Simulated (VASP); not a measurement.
Set up this calculation in VASP 6.6.1, as the native input.

```
Task                   : relaxation of cell and atoms
Functional             : PBE
Potentials or basis    : VASP PAW PBE potentials, release 64 (Te, Ti_sv)
Cutoff                 : 600 eV
k mesh                 : 8 × 8 × 4
Occupations            : fermi-dirac, width 0.05 eV
Spin                   : no spin polarisation
Target pressure        : 5 GPa
Dipole correction      : no
Further INCAR settings : ALGO = Normal; EDIFF = 1e-06; IBRION = 2; EDIFFG = -0.01; NSW = 60; ISIF = 3
```

The structure of TiTe2 lies in POSCAR:

```
TiTe2
1.0
    3.7770000000      0.0000000000      0.0000000000
   -1.8885000000      3.2709779501      0.0000000000
    0.0000000000      0.0000000000      6.4980000000
Te Ti
2 1
Direct
    0.3333333333      0.6666666667      0.7372000000
    0.6666666667      0.3333333333      0.2628000000
    0.0000000000      0.0000000000      0.0000000000
```

These files were run (other wordings do the same):

INCAR

```
PREC     = Accurate       # precision mode
ENCUT    = 600            # plane-wave cutoff, eV
EDIFF    = 1E-6           # SCF threshold, eV
ISMEAR   = -1             # smearing method
SIGMA    = 0.05           # smearing width, eV
LREAL    = False          # projectors in reciprocal space
LASPH    = True           # aspherical terms in the spheres
NELM     = 60             # most SCF steps
ALGO     = Normal         # electronic algorithm
ISIF     = 3              # what is computed and relaxed
LWAVE    = False          # write WAVECAR
LCHARG   = False          # write CHGCAR
GGA      = PE             # functional
IBRION   = 2              # ionic algorithm
NSW      = 60             # ionic steps
EDIFFG   = -0.01          # ionic threshold
PSTRESS  = 50.0
```

KPOINTS

```
regular mesh
0
Gamma
  8 8 4
```

Potentials or basis: VASP PAW PBE potentials, release 64 (Te, Ti_sv).

The run is started by

```sh
$ cat potpaw_PBE.64/Te/POTCAR potpaw_PBE.64/Ti_sv/POTCAR > POTCAR
$ mpirun -np 1 vasp_std > vasp.out
```

Results of the run:

```json
{
 "Relaxed volume": "24.39 Å³/atom",
 "Relaxed cell": "a = 3.670 Å, b = 3.670 Å, c = 6.276 Å, α = 90.00°, β = 90.00°, γ = 120.00°",
 "Space group after relaxing (to 0.05 Å)": "P-3m1 (No. 164)",
 "Energy change on relaxing (the enthalpy is what falls)": "+39.6 meV/atom",
 "Ionic steps": "11",
 "Pressure after relaxing": "5.0 GPa",
 "Largest force after relaxing": "0.005 eV/Å",
 "Band gap on the k mesh": "zero (band 12 reaches 8.47 eV, above the bottom of band 13 at 7.61 eV)"
}
```

Caveat: the cell is relaxed towards a set pressure, so the enthalpy falls and the energy may rise; spin-orbit coupling is left out, which moves the levels of the heavy elements; this functional lacks dispersion, which binds the layers, so the pressure and a relaxed spacing across them are unreliable.

Run time: 3.9 min on 1 thread of Intel(R) Xeon(R) 6975P-C (Granite Rapids) (shared host), peak memory 0.26 GiB.
